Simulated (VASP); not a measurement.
A run of VASP 6.6.1 is set up as follows.

INCAR

```
PREC = Accurate
ENCUT = 600
EDIFF = 1E-6
ISMEAR = -1
SIGMA = 0.01
LREAL = False
LASPH = True
NELM = 120
ALGO = Normal
ISIF = 2
LWAVE = False
LCHARG = True
GGA = PE
LELF = True
LVHAR = True
NBANDS = 16
GGA_COMPAT = False
```

File KPOINTS:

```
Automatic mesh
0
Gamma
  2 2 2
  0.25 0.25 0.25
```

The input POSCAR:

```
AlN
1.0
    3.1302062010      0.0000000294      0.0000000000
   -1.5651031260      2.7108380744      0.0000000000
    0.0000000000      0.0000000000      5.0180581700
Al N
2 2
Direct
    0.6671006980      0.3329353609      0.5000246546
    0.3329353609      0.6671006980      0.0000246546
    0.6639247258      0.3360392154      0.8799753454
    0.3360392154      0.6639247258      0.3799753454
```

Potentials or basis: VASP PAW PBE potentials, release 64 (Al, N).

The run is started by

```console
$ cat potpaw_PBE.64/Al/POTCAR potpaw_PBE.64/N/POTCAR > POTCAR
$ mpirun -np 1 vasp_std > vasp.out
```

**Question.** Predict the pressure.

**Answer.** -0.8 GPa.

**Question.** What does it give for the largest force?

**Answer.** 0.206 eV/Å.

Forces on the atoms (eV/Å):
```
Al   0.116 -0.069  0.011
Al  -0.117  0.066  0.011
N    0.179 -0.102 -0.011
N   -0.178  0.104 -0.011
```

Caveat: the k points lie up to 1.16 Å⁻¹ apart.
